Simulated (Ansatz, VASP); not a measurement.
# One calculation of Ti, two programs

```
CELL_PARAMETERS angstrom
0.00000 7.18551 7.18551
7.18551 0.00000 7.18551
7.18551 7.18551 0.00000
ATOMIC_POSITIONS crystal
Ti 0.81392 0.06203 0.06203
Ti 0.18797 0.18797 0.18797
Ti 0.18797 0.18797 0.43608
Ti 0.18797 0.43608 0.18797
Ti 0.06203 0.81392 0.06203
Ti 0.06203 0.06203 0.06203
Ti 0.06203 0.06203 0.81392
Ti 0.43608 0.18797 0.18797
```

Alike in both runs: functional PBE; k mesh 2 × 2 × 2; occupations gaussian, width 0.1 eV; no spin polarisation.

Ansatz relaxed the structure, and its values are those at the end. VASP's run is a single point on that final structure, the one shown.

```csv
,VASP,Ansatz
version,VASP 6.6.1,Ansatz 0.2.0
potentials or method,"VASP PAW PBE potentials, release 64 (Ti_sv), cutoff 520 eV","scalar-relativistic, plane waves, PAW"
valence electrons in the cell,96,96
```

|  | VASP | Ansatz | Ansatz less VASP |
| --- | --- | --- | --- |
| gap on the k mesh at the Fermi level (eV) | none | none | - |
| pressure (GPa) | 0.0 | 0.0 | +0.02 |

A gap of «none» marks a metal or a gap that the smearing closes.

The k mesh is coarse, so the values compare programs but aren't converged.
